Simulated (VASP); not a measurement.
Wanted: the native input for a VASP 6.6.1 run.

- Task: single point
- Functional: PBE
- Potentials or basis: VASP PAW PBE potentials, release 64 (Fe, O)
- Cutoff: 600 eV
- k mesh: 6 × 6 × 4
- Occupations: fermi-dirac, width 0.1 eV
- Spin: collinear spin, antiferromagnetic start
- Starting moments: [4.0, -4.0, 0.0, 0.0] μB
- Hubbard terms: Fe d U = 4.0 eV, O p U = 4.0 eV
- Dipole correction: no
- Further INCAR settings: ALGO = Normal; EDIFF = 1e-06; NBANDS = 26

The structure of FeO lies in POSCAR:

```
FeO
1.0
    2.9500000000      0.0000000000      0.0000000000
   -1.4750000000      2.5547750000      0.0000000000
    0.0000000000      0.0000000000      5.2000000000
Fe O
2 2
Direct
    0.0000000000      0.0000000000      0.0000000000
    0.0000000000      0.0000000000      0.5000000000
    0.3333330000      0.6666670000      0.2500000000
    0.6666670000      0.3333330000      0.7500000000
```

The input as run:

INCAR

```
PREC = Accurate
ENCUT = 600
EDIFF = 1E-6
ISMEAR = -1
SIGMA = 0.1
LREAL = False
LASPH = True
NELM = 200
ALGO = Normal
ISIF = 2
LWAVE = False
LCHARG = False
ISPIN = 2
MAGMOM = 4 -4 0 0
LORBIT = 11
LMAXMIX = 4
LDAU = True
LDAUTYPE = 2
LDAUL = 2 1
LDAUU = 4 4
LDAUJ = 0 0
LDAUPRINT = 1
GGA = PE
NBANDS = 26
GGA_COMPAT = False
```

KPOINTS

```
regular mesh
0
Gamma
  6 6 4
```

Potentials or basis: VASP PAW PBE potentials, release 64 (Fe, O).

Command:

```sh
$ cat potpaw_PBE.64/Fe/POTCAR potpaw_PBE.64/O/POTCAR > POTCAR
$ mpirun -np 1 vasp_std > vasp.out
```

It gave:

* Pressure: 9.9 GPa
* Band gap on the k mesh: 1.92 eV
* Net moment: 0.00 μB per cell
* Site moments: Fe +3.67, -3.67; O +0.00 μB
* Valence electrons inside the program's atomic spheres: Fe 6.86; O 5.04

Caveat: the stress differs along the axes, from 4 to 13 GPa.

Run time: 56 s on 1 thread of Intel(R) Xeon(R) Platinum 8259CL CPU @ 2.50GHz (Skylake/Cascade Lake) (shared host), peak memory 0.2 GiB.
